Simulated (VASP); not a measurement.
# HfC (Imm2) in VASP: a series of runs

HfC is run at these levels: PBE; tasks: single point.

Program: VASP 6.6.1. These are calculated values, not measurements. Logs are shortened: lines on timing, memory, paths and dates and some standing lists are left out, and cuts for length are marked.

## 1. The cell of the first run

It takes space group Imm2 (No. 44, orthorhombic). Conventional cell: a = 3.288 Å, b = 4.650 Å, c = 3.288 Å, α = 90.00°, β = 90.00°, γ = 90.00°. Hf (site symmetry mm2) has 6 C at 2.17 to 2.49 Å within 2.9 Å. Within 2.9 Å of C (site symmetry mm2) lie 6 Hf at 2.17 to 2.49 Å.

## 2. Single point, PBE (atom 2 (C) moved by (-0.225, +0.000) A along [1 1 0] and z)

INCAR

```
ALGO     = Normal         # electronic algorithm
EDIFF    = 1E-6           # SCF threshold, eV
ENCUT    = 520            # plane-wave cutoff, eV
GGA      = PE             # functional
ISIF     = 2              # what is computed and relaxed
ISMEAR   = 0              # smearing method
LASPH    = T              # aspherical terms in the spheres
LCHARG   = F              # write CHGCAR
LREAL    = F              # projectors in reciprocal space
LWAVE    = F              # write WAVECAR
NBANDS   = 14             # bands
NELM     = 80             # most SCF steps
PREC     = Accurate       # precision mode
SIGMA    = 0.15           # smearing width, eV
```

KPOINTS

```
k-points
0
Gamma
  18 18 18
```

POSCAR

```
HfC
1.0
    0.0000000000      2.3250000000      2.3250000000
    2.3250000000      0.0000000000      2.3250000000
    2.3250000000      2.3250000000      0.0000000000
Hf C
1 1
Direct
    0.5000000000      0.5000000000      0.5000000000
    0.0000000000      0.0000000000     -0.0684296885
```

Potentials or basis: VASP PAW PBE potentials, release 64 (Hf_pv, C).

Launch:

```console
cat potpaw_PBE.64/Hf_pv/POTCAR potpaw_PBE.64/C/POTCAR > POTCAR
mpirun -np 1 vasp_std > vasp.out
```

OUTCAR:

```text
EDIFF = 1E-6
   ENCUT = 520
   GGA = PE
   ISIF = 2
   ISMEAR = 0
   LASPH = T
   LREAL = F
   NELM = 80
   PREC = Accurate

 ion  position               nearest neighbor table
   1  0.500  0.500  0.500-   2 2.17   2 2.17   2 2.34   2 2.34   2 2.49   2 2.49
   2  0.000  0.000  0.932-   1 2.17   1 2.17   1 2.34   1 2.34   1 2.49   1 2.49

  LATTYP: Found a face centered cubic cell.
 ALAT       =     4.6500000000

  Lattice vectors:

 A1 = (   0.0000000000,   2.3250000000,   2.3250000000)
 A2 = (   2.3250000000,   0.0000000000,   2.3250000000)
 A3 = (   2.3250000000,   2.3250000000,   0.0000000000)

Analysis of symmetry for initial positions (statically):
=====================================================================
 Subroutine PRICEL returns:
 Original cell was already a primitive cell.

 Routine SETGRP: Setting up the symmetry group for a
 face centered cubic supercell.

 Subroutine GETGRP returns: Found  4 space group operations
 (whereof  4 operations were pure point group operations)
 out of a pool of 48 trial point group operations.

The static configuration has the point symmetry C_2v.

Analysis of symmetry for dynamics (positions and initial velocities):
=====================================================================
 Subroutine PRICEL returns:
 Original cell was already a primitive cell.

 Routine SETGRP: Setting up the symmetry group for a
 face centered cubic supercell.

 Subroutine GETGRP returns: Found  4 space group operations
 (whereof  4 operations were pure point group operations)
 out of a pool of 48 trial point group operations.

The dynamic configuration has the point symmetry C_2v.

 Subroutine INISYM returns: Found  4 space group operations
 (whereof  4 operations are pure point group operations),
 and found     1 'primitive' translations

----------------------------------------------------------------------------------------

                                     Primitive cell

  volume of cell :      25.1362

  direct lattice vectors                    reciprocal lattice vectors
     0.000000000  2.325000000  2.325000000    -0.215053763  0.215053763  0.215053763
     2.325000000  0.000000000  2.325000000     0.215053763 -0.215053763  0.215053763
     2.325000000  2.325000000  0.000000000     0.215053763  0.215053763 -0.215053763

  length of vectors
     3.288046533  3.288046533  3.288046533     0.372484045  0.372484045  0.372484045

  position of ions in fractional coordinates (direct lattice)
     0.500000000  0.500000000  0.500000000
     0.000000000  0.000000000  0.931570312

  ion indices of the primitive-cell ions
   primitive index   ion index
                 1           1
                 2           2

----------------------------------------------------------------------------------------

 KPOINTS: k-points

Automatic generation of k-mesh.
 Grid dimensions read from file:
 generate k-points for:   18   18   18

 Generating k-lattice:

  Cartesian coordinates                     Fractional coordinates (reciprocal lattice)
    -0.011947431  0.011947431  0.011947431     0.055555556  0.000000000  0.000000000
     0.011947431 -0.011947431  0.011947431     0.000000000  0.055555556  0.000000000
     0.011947431  0.011947431 -0.011947431     0.000000000  0.000000000  0.055555556

  Length of vectors
     0.020693558  0.020693558  0.020693558

  Shift w.r.t. Gamma in fractional coordinates (k-lattice)
     0.000000000  0.000000000  0.000000000

 Subroutine IBZKPT returns following result:
 ===========================================

 Found    865 irreducible k-points:

 Following reciprocal coordinates:
            Coordinates               Weight
  0.000000  0.000000  0.000000      1.000000
  0.055556  0.000000  0.000000      4.000000
  0.000000  0.000000  0.055556      4.000000
  0.111111  0.000000  0.000000      4.000000
  0.000000  0.000000  0.111111      4.000000
  0.166667  0.000000  0.000000      4.000000
[... 16 lines left out ...]
  0.000000  0.111111  0.055556      8.000000
  0.055556  0.000000  0.111111      8.000000
 [... further k-points ...]
   k-points           NKPTS =    865   k-points in BZ     NKDIM =    865   number of bands    NBANDS=     14
   number of dos      NEDOS =    301   number of ions     NIONS =      2
   total plane-waves  NPLWV =  13824
   dimension x,y,z NGX =    24 NGY =   24 NGZ =   24
   dimension x,y,z NGXF=    48 NGYF=   48 NGZF=   48
   ions per type =               1   1
   NGX,Y,Z   is equivalent  to a cutoff of  12.13, 12.13, 12.13 a.u.
   NGXF,Y,Z  is equivalent  to a cutoff of  24.27, 24.27, 24.27 a.u.
 SYSTEM =  unknown system
   PREC   = accura    normal or accurate (medium, high low for compatibility)
   ISTART =      0    job   : 0-new  1-cont  2-samecut
   ICHARG =      2    charge: 1-file 2-atom 10-const
   ISPIN  =      1    spin polarized calculation?
   LNONCOLLINEAR =      F non collinear calculations
   LSORBIT =      F    spin-orbit coupling
   LASPH  =      T    aspherical Exc in radial PAW
   ENCUT  =  520.0 eV  38.22 Ry    6.18 a.u.   6.11  6.11  6.11*2*pi/ulx,y,z
   NELM   =     80;   NELMIN=  2; NELMDL= -5     # of ELM steps
   EDIFF  = 0.1E-05   stopping-criterion for ELM
   LREAL  =      F    real-space projection
   EDIFFG = 0.1E-04   stopping-criterion for IOM
   NSW    =      0    number of steps for IOM
   IBRION =     -1    ionic relax: 0-MD 1-quasi-New 2-CG
   NFREE  =      0    steps in history (QN), initial steepest desc. (CG)
   ISIF   =      2    stress and relaxation
   ISYM   =      2    0-nonsym 1-usesym 2-fastsym
   POTIM  = 0.5000    time-step for ionic-motion
   TEBEG  =    0.0;   TEEND  =   0.0 temperature during run
   PSTRESS=    0.0 pullay stress
   NELECT =      14.0000    total number of electrons
   NUPDOWN=      -1.0000    fix difference up-down
   EMIN   =  10.00;   EMAX   =-10.00  energy-range for DOS
   EFERMI =   0.00;   METHOD = LEGACY
   ISMEAR =     0;   SIGMA  =   0.15  broadening in eV -4-tet -1-fermi 0-gaus
   EFERMI_NEDOS =   21; number of points for ismear=-14 and -15
   IALGO  =     38    algorithm
   IMIX   =      4    mixing-type and parameters
     AMIX     =   0.40;   BMIX     =  1.00
     AMIX_MAG =   1.60;   BMIX_MAG =  1.00
  volume/ion in A,a.u.               =      12.57        84.81
  Fermi-wavevector in a.u.,A,eV,Ry     =   1.346949  2.545365 24.684672  1.814272
  Thomas-Fermi vector in A             =   2.474740
   LORBIT       =      0    0 simple, 1 ext, 2 COOP (PROOUT), +10 PAW based schemes
   GGA     = PE    functional components
   LHFCALC =     F    Hartree Fock is set to
   AEXX    =    0.0000 exact exchange contribution
   IVDW    =     0    specifies the selected vdW correction
   LEPSILON=     F    determine dielectric tensor
   LRPA    =     F    only Hartree local field effects (RPA)
 non-spin polarized calculation
 Gauss-broadening in eV      SIGMA  =   0.15
  energy-cutoff  :      520.00
  volume of cell :       25.14
 maximum number of plane-waves:       700
   NGX = 13   NGY = 13   NGZ = 13

 number of electron      14.0000000 magnetization

 Free energy of the ion-electron system (eV)
  ---------------------------------------------------
  ext. energy  EPLUGINS =         0.00000000
  ---------------------------------------------------
  free energy    TOTEN  =       -20.86549550 eV

  energy without entropy =      -20.86430340  energy(sigma->0) =      -20.86489945

 E-fermi :   6.1349     XC(G=0): -12.2632

 val. band max:        6.1240069327   @ k =   0.0000   0.0556   0.0556
 cond. band min:       6.1938318699   @ k =   0.0000   0.3333   0.3333
 fundamental gap:      0.0698249372
 Fermi energy:         6.1349103497

 k-point     1 :       0.0000    0.0000    0.0000
  band No.  band energies     occupation
      1     -23.6218      2.00000
      2     -23.6183      2.00000
      3     -23.6095      2.00000
      4      -6.3198      2.00000
      5       5.7182      1.99991
      6       5.8435      1.99399
      7       6.2211      0.41653
      8       7.3170      0.00000
      9       8.3622      0.00000
     10       8.6445      0.00000
     11       9.8947      0.00000
     12      10.3474      0.00000
     13      12.6679      0.00000
     14      16.8487      0.00000

 k-point     2 :       0.0556    0.0000    0.0000
  band No.  band energies     occupation
      1     -23.6387      2.00000
      2     -23.6203      2.00000
      3     -23.6173      2.00000
      4      -6.2412      2.00000
      5       5.3105      2.00000
      6       5.8063      1.99806
      7       6.2706      0.20064
      8       7.3475      0.00000
      9       8.1679      0.00000
     10       8.5142      0.00000
     11      10.2410      0.00000
     12      10.8045      0.00000
     13      12.8510      0.00000
     14      17.0683      0.00000

 k-point     3 :       0.0000    0.0000    0.0556
  band No.  band energies     occupation
      1     -23.6418      2.00000
      2     -23.6222      2.00000
      3     -23.6117      2.00000
      4      -6.2428      2.00000
      5       5.3749      2.00000
      6       5.8590      1.99072
      7       5.9908      1.82582
      8       7.4287      0.00000
      9       8.3065      0.00000
     10       8.5423      0.00000
     11      10.3180      0.00000
     12      10.6262      0.00000
     13      12.8677      0.00000
     14      17.0737      0.00000
[... 324 lines left out ...]
 k-point    23 :       0.0000    0.1111    0.0556
  band No.  band energies     occupation
      1     -23.6823      2.00000
      2     -23.6343      2.00000
      3     -23.6281      2.00000
      4      -6.0377      2.00000
      5       4.7370      2.00000
      6       5.4859      2.00000
      7       6.0482      1.58662
      8       7.2241      0.00000
      9       8.1605      0.00000
     10       8.9128      0.00000
     11      10.4442      0.00000
     12      11.6561      0.00000
     13      13.4392      0.00000
     14      17.6258      0.00000

 k-point    24 :       0.0556    0.0000    0.1111
  band No.  band energies     occupation
      1     -23.6854      2.00000
      2     -23.6356      2.00000
      3     -23.6220      2.00000
      4      -6.0422      2.00000
      5       4.8196      2.00000
      6       5.4330      2.00000
      7       5.7445      1.99977
      8       7.3476      0.00000
      9       8.4925      0.00000
     10       8.8654      0.00000
     11      10.4788      0.00000
     12      11.4585      0.00000
     13      13.4757      0.00000
     14      17.6383      0.00000

 [... further k-points ...]
[... 5 lines left out ...]
  --------------------------------------------------------------------------------------
  -------------------------------------------------------------------------------------
  Total        1.0737838      1.0737838     -0.2408439     -0.3525815      0.0000000      0.0000000
  in kB       68.4429220     68.4429220    -15.3513762    -22.4735269      0.0000000      0.0000000
  external PRESSURE =      40.5114893 kB  Pullay stress =       0.0000000 kB

 VOLUME and BASIS-vectors are now :
 -----------------------------------------------------------------------------
  energy-cutoff  :      520.00
  volume of cell :       25.14
      direct lattice vectors                 reciprocal lattice vectors
     0.000000000  2.325000000  2.325000000    -0.215053763  0.215053763  0.215053763
     2.325000000  0.000000000  2.325000000     0.215053763 -0.215053763  0.215053763
     2.325000000  2.325000000  0.000000000     0.215053763  0.215053763 -0.215053763

 POSITION                                       TOTAL-FORCE (eV/Angst)
 -----------------------------------------------------------------------------------
      2.32500      2.32500      2.32500        -1.162935     -1.162935      0.000000
      2.16590      2.16590      0.00000         1.162935      1.162935      0.000000
 -----------------------------------------------------------------------------------
    total drift:                                0.000303      0.000303     -0.000000

  FREE ENERGIE OF THE ION-ELECTRON SYSTEM (eV)
  ---------------------------------------------------
  free  energy   TOTEN  =       -20.8654955035 eV

  energy  without entropy=      -20.8643033955  energy(sigma->0) =      -20.86489945
```

It took 2 min on 1 thread of Intel Xeon Platinum 8259CL at 2.50GHz (Skylake/Cascade Lake), shared host; peak memory 0.41 GiB.

Results:

```
Free energy            : -20.8655 eV
Pressure               : 4.1 GPa
Largest force          : 1.645 eV/Å
Band gap on the k mesh : zero (band 7 reaches 6.27 eV, above the bottom of band 8 at 6.19 eV)
```

Forces on the atoms (eV/Å):
```
Hf  -1.163 -1.163  0.000
C    1.163  1.163  0.000
```

Levels at points of the mesh, in eV from the Fermi level:
| k point | band 5 | band 6 | band 7 | band 8 | band 9 | band 10 |
| --- | --- | --- | --- | --- | --- | --- |
| (0.00, 0.00, 0.00) | -0.42 | -0.29 | 0.09 | 1.18 | 2.23 | 2.51 |
| (0.50, 0.00, 0.00) | -6.28 | -3.07 | -2.90 | 4.83 | 4.97 | 5.59 |
| (0.00, 0.00, 0.50) | -6.17 | -3.21 | -3.14 | 5.03 | 5.04 | 5.58 |
| (0.50, 0.50, 0.00) | -2.78 | -2.72 | -0.45 | 0.75 | 5.40 | 6.52 |
| (0.00, 0.50, 0.50) | -2.71 | -2.42 | -0.32 | 0.27 | 5.27 | 6.52 |

Caveat: the cell differs from its parent crystal (atom 2 (C) moved by (-0.225, +0.000) A along [1 1 0] and z); spin-orbit coupling is left out, which moves the levels of the heavy elements; forces of over 1 eV/Å act on the atoms, so gaps and moduli don't describe the material at rest.

## 3. Single point, PBE (atom 2 (C) moved by (-0.450, +0.000) A along [1 1 0] and z)

INCAR

```
SYSTEM = HfC
ALGO = Normal
EDIFF = 1E-6
ENCUT = 520
GGA = PE
ISIF = 2
ISMEAR = 0
LASPH = .TRUE.
LCHARG = .FALSE.
LREAL = .FALSE.
LWAVE = .FALSE.
NBANDS = 14
NELM = 100
PREC = Accurate
SIGMA = 0.15
```

KPOINTS

```
k-points
0
G
  18 18 18
  0 0 0
```

Edit POSCAR of step 2 so:

```diff
@@ -9,2 +9,2 @@
     0.5000000000      0.5000000000      0.5000000000
-    0.0000000000      0.0000000000     -0.0684296885
+    0.0000000000      0.0000000000     -0.1368593770
```

Potentials or basis: VASP PAW PBE potentials, release 64 (Hf_pv, C).

Launch:

```console
cat potpaw_PBE.64/Hf_pv/POTCAR potpaw_PBE.64/C/POTCAR > POTCAR
mpirun -np 1 vasp_std > vasp.out
```

It took 2 min on 1 thread of Intel Xeon Platinum 8259CL at 2.50GHz (Skylake/Cascade Lake), shared host; peak memory 0.41 GiB.

The run converged. Its results:

* Free energy: -20.2353 eV
* Pressure: 18.0 GPa
* Largest force: 4.129 eV/Å
* Band gap on the k mesh: 0.88 eV, indirect (least direct gap 1.06 eV)

Forces on the atoms (eV/Å):
```
Hf  -2.919 -2.919  0.000
C    2.919  2.919  0.000
```

Stress tensor (GPa, compression positive):
```
28.64 -8.53  0.00
-8.53 28.64  0.00
 0.00  0.00 -3.29
```

Levels at points of the mesh, in eV from the valence-band top:
```tsv
k point	band 5	band 6	band 7	band 8	band 9	band 10
(0.00, 0.00, 0.00)	-1.35	-0.93	-0.62	1.47	3.05	4.31
(0.50, 0.00, 0.00)	-5.86	-2.49	-1.82	4.19	4.48	6.00
(0.00, 0.00, 0.50)	-5.46	-2.97	-2.73	4.87	5.14	5.97
(0.50, 0.50, 0.00)	-3.41	-2.48	-0.51	2.91	6.40	6.82
(0.00, 0.50, 0.50)	-2.86	-2.23	-0.10	1.63	5.95	6.52
```

Caveat: the cell differs from its parent crystal (atom 2 (C) moved by (-0.450, +0.000) A along [1 1 0] and z); spin-orbit coupling is left out, which moves the levels of the heavy elements; forces of over 1 eV/Å act on the atoms, so gaps and moduli don't describe the material at rest. A k mesh can miss the band edges.
